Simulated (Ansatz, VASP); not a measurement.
# One calculation of Ir, two programs

Contents of INCAR:

```
SYSTEM = Ir
  PREC = Accurate
  ENCUT = 520
  EDIFF = 1E-6
  ISMEAR = 0
  SIGMA = 0.15
  LREAL = .FALSE.
  LASPH = .TRUE.
  NELM = 80
  ALGO = Fast
  ISIF = 2
  LWAVE = .FALSE.
  LCHARG = .TRUE.
  GGA = PS
  LELF = .TRUE.
  LVHAR = .TRUE.
  NBANDS = 46
```

Contents of KPOINTS:

```
regular mesh
0
G
  12 12 12
  0 0 0
```

The input POSCAR:

```
Ir
1.0
   -3.8394000000      3.8394000000      0.0000000000
   -3.8394000000      0.0000000000      3.8394000000
    0.0000000000      3.8394000000      3.8394000000
Ir
8
Direct
    0.0000000000      0.0000000000      0.0000000000
    0.5000000000      0.0000000000      0.0000000000
    0.0000000000      0.5000000000      0.0000000000
    0.0000000000      0.0000000000      0.5000000000
    0.5000000000      0.5000000000      0.0000000000
    0.5000000000      0.0000000000      0.5000000000
    0.0000000000      0.5000000000      0.5000000000
    0.5000000000      0.5000000000      0.5000000000
```

Input for Ansatz:

```yaml
crystal:
  lattice:
    - [-3.8394, 3.8394, 0.0]
    - [-3.8394, 0.0, 3.8394]
    - [0.0, 3.8394, 3.8394]
  atoms:
    - { symbol: Ir, position: [0.0, 0.0, 0.0] }
    - { symbol: Ir, position: [0.5, 0.0, 0.0] }
    - { symbol: Ir, position: [0.0, 0.5, 0.0] }
    - { symbol: Ir, position: [0.0, 0.0, 0.5] }
    - { symbol: Ir, position: [0.5, 0.5, 0.0] }
    - { symbol: Ir, position: [0.5, 0.0, 0.5] }
    - { symbol: Ir, position: [0.0, 0.5, 0.5] }
    - { symbol: Ir, position: [0.5, 0.5, 0.5] }
basis:
  ecutwfc: 420
kpoints:
  mp_grid: { grid: [12, 12, 12] }
hamiltonian:
  xc: pbesol
scf:
  occupations: { method: gaussian, width: 0.15 }
output:
  forces: true
  stress: true
  eigenvalues: true
  write_density: true
  write_potential: true
  elf: true
  volumetric_format: npy
```

Alike in both runs: task single point; functional PBEsol; k mesh 12 × 12 × 12; occupations gaussian, width 0.15 eV; no spin polarisation.

|  | VASP | Ansatz |
| --- | --- | --- |
| version | VASP 6.6.1 | Ansatz 0.2.0 |
| potentials or method | VASP PAW PBE potentials, release 64 (Ir), cutoff 520 eV | scalar-relativistic, plane waves, PAW |
| valence electrons in the cell | 72 | 136 |

VASP gave:

| Property | Result |
| --- | --- |
| gap on the k mesh at the Fermi level (eV) | none |
| pressure (GPa) | -1.7 |

Task: Which values does Ansatz return?

Result: gap on the k mesh at the Fermi level (eV): none; pressure (GPa): -2.6.

VASP's potentials were made for PBE, not for PBEsol. A gap of «none» marks a metal or a gap that the smearing closes. With one functional, cell and mesh, what is left measures potentials, basis and numerics. VASP's potentials hold 72 valence electrons a cell and Ansatz's 136, so a difference there can come from the potentials and not from the codes.

Neither program's run includes spin-orbit coupling.
